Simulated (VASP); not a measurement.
Runs of VASP 6.6.1 on InP. The structure is that of space group F-43m (No. 216), or close to it. The cells are those of the table. 

| level | cell | gap on the mesh (eV) | pressure (GPa) |
| --- | --- | --- | --- |
| r2SCAN | a = 4.092 Å, angles 60.0°, 2 atoms | (c) | 4.7 |
| PBE | a = 4.296 Å, angles 60.0°, 2 atoms | 0.12 | -3.1 |
| PBE | a = 4.171 Å, angles 60.0°, 2 atoms | (a) | (b) |
| PBE | a = 4.127 Å, angles 60.0°, 2 atoms | 0.78 | 4.2 |
| PBE | a = 4.255 Å, angles 60.0°, 2 atoms | 0.28 | -1.7 |

Alike in all rows: task single point; potentials or basis VASP PAW PBE potentials, release 64 (In_d, P); no spin polarisation; k mesh 6 × 6 × 6; cutoff (eV) 520; smearing gaussian 0.01 eV.

Task: Estimate the missing entries.

Result: (a) 0.61; (b) 1.9; (c) 1.39.

Caveats: spin-orbit coupling is left out, which moves the levels of the heavy elements; the PAW data sets were made with another functional, which shifts forces and pressure a little (some runs).

A k mesh can miss the band edges, and the runs leave out spin-orbit coupling on In.
